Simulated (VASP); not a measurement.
The system is MgS.

```xyz
2
Lattice="0.0000 2.6015 2.6015 2.6541 0.0000 2.6015 2.6541 2.6015 0.0000" Properties=species:S:1:pos:R:3 pbc="T T T"
Mg    0.0000    0.0000    0.0000
S     2.6541    2.6015    2.6015
```

This cell differs from its parent crystal: uniaxial x strain +2.0%.

Base run:

- Program: VASP 6.6.1
- Functional: r2SCAN
- Potentials or basis: VASP PAW PBE potentials, release 64 (Mg, S)
- Cutoff: 520 eV
- k mesh: 8 × 8 × 8
- Occupations: gaussian, width 0.01 eV
- Spin: no spin polarisation

Its results: band gap on the k mesh 3.30 eV (least direct gap 4.39 eV); pressure -1.9 GPa.

Problem. The run is repeated on the same cell with these changes: functional from r2SCAN to PBE; occupations from gaussian, width 0.01 eV to fermi-dirac, width 0.02 eV. What comes out?

Solution. Band gap on the k mesh 2.65 eV (least direct gap 3.50 eV); pressure -0.6 GPa.

Caveats: the PAW data sets were made with another functional, which shifts forces and pressure a little (at least some runs).

A k mesh can miss the band edges.
